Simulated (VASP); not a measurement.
Here is a VASP 6.6.1 calculation.

INCAR

```
PREC = Accurate
ENCUT = 750
EDIFF = 1E-6
ISMEAR = 0
SIGMA = 0.02
LREAL = F
LASPH = T
NELM = 120
ALGO = Normal
ISIF = 2
LWAVE = F
LCHARG = F
GGA = PE
NBANDS = 13
GGA_COMPAT = F
```

The input KPOINTS:

```
regular mesh
0
Gamma
  8 8 8
```

File POSCAR:

```
Li2O
1.0
    0.0000000000      2.2657929212      2.2657929212
    2.2657929212      0.0000000000      2.2657929212
    2.2657929212      2.2657929212      0.0000000000
Li O
2 1
Direct
    0.7500000000      0.7500000000      0.7500000000
    0.2500000000      0.2500000000      0.2500000000
    0.0000000000      0.0000000000      0.0000000000
```

Potentials or basis: VASP PAW PBE potentials, release 64 (Li_sv, O).

The run is started by

```bash
$ cat potpaw_PBE.64/Li_sv/POTCAR potpaw_PBE.64/O/POTCAR > POTCAR
$ mpirun -np 1 vasp_std > vasp.out
```

(1) Predict the pressure.

(2) Estimate the band gap on the k mesh.

Results:

(1) 5.3 GPa.

(2) 5.09 eV, indirect (least direct gap 5.70 eV).
